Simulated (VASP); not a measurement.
Ta: single point with PBE

Ta:

```
CELL_PARAMETERS angstrom
-1.71485 1.71485 1.71485
1.71485 -1.71485 1.71485
1.71485 1.71485 -1.71485
ATOMIC_POSITIONS crystal
Ta 0.00000 0.00000 0.00000
```

```json
{"Program": "VASP 6.6.1", "Task": "single point", "Functional": "PBE", "Potentials or basis": "VASP PAW PBE potentials, release 64 (Ta_pv)", "Cutoff": "520 eV", "k mesh": "10 × 10 × 10", "Occupations": "fermi-dirac, width 0.15 eV", "Spin": "no spin polarisation", "Dipole correction": "no", "Further INCAR settings": "ALGO = Normal; EDIFF = 1e-06; NBANDS = 12"}
```

- Pressure: -15.4 GPa

Levels at points of the mesh, in eV from the Fermi level:
| k point | band 2 | band 3 | band 4 | band 5 | band 6 | band 7 | band 8 | band 9 |
| --- | --- | --- | --- | --- | --- | --- | --- | --- |
| (0.00, 0.00, 0.00) | -33.57 | -33.57 | -7.52 | 0.67 | 0.67 | 0.67 | 3.55 | 3.55 |
| (0.50, 0.00, 0.00) | -33.83 | -33.57 | -3.95 | -1.29 | 1.10 | 3.38 | 4.27 | 6.69 |
| (0.50, 0.50, 0.50) | -34.13 | -34.13 | -3.23 | -3.23 | 5.90 | 5.90 | 5.90 | 7.65 |

It took 5.8 s on 1 thread of Intel Xeon 6975P-C (shared host), peak memory 0.14 GiB.

Caveat: spin-orbit coupling is left out, which moves the levels of the heavy elements.
